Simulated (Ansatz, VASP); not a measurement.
La2SbAs3 in VASP and in Ansatz

```
La Sb As
1.0
     5.63575    0.00000    0.00000
    -2.81787    4.88070    0.00000
     0.00000    0.00000   10.02800
La Sb As
2 1 3
Direct
  0.33333 0.66667 0.50000
  0.66667 0.33333 0.50000
  0.00000 0.00000 0.50000
  0.00000 0.00000 0.22950
  0.00000 0.00000 0.77050
  0.00000 0.00000 0.00000
```

Alike in both runs: task relaxation of cell and atoms; functional PBE; k mesh 12 × 12 × 4; occupations gaussian, width 0.1 eV; no spin polarisation.

|  | VASP | Ansatz |
| --- | --- | --- |
| version | VASP 6.6.1 | Ansatz 0.2.0 |
| potentials or method | VASP PAW PBE potentials, release 64 (La, Sb, As), cutoff 600 eV | scalar-relativistic, plane waves, PAW |
| valence electrons in the cell | 42 | 82 |

```csv
,VASP,Ansatz,Ansatz less VASP
"gap on the k mesh at the Fermi level, each at its own relaxed structure (eV)",none,none,-
relaxed volume (Å³/atom),46.84,46.86,+0.018
relaxed cell length with the largest relative difference (Å),10.245,10.236,-0.0086
```

A gap of «none» marks a metal or a gap that the smearing closes. VASP's potentials hold 42 valence electrons a cell and Ansatz's 82, so a difference there can come from the potentials and not from the codes.

Spin-orbit coupling is off throughout.
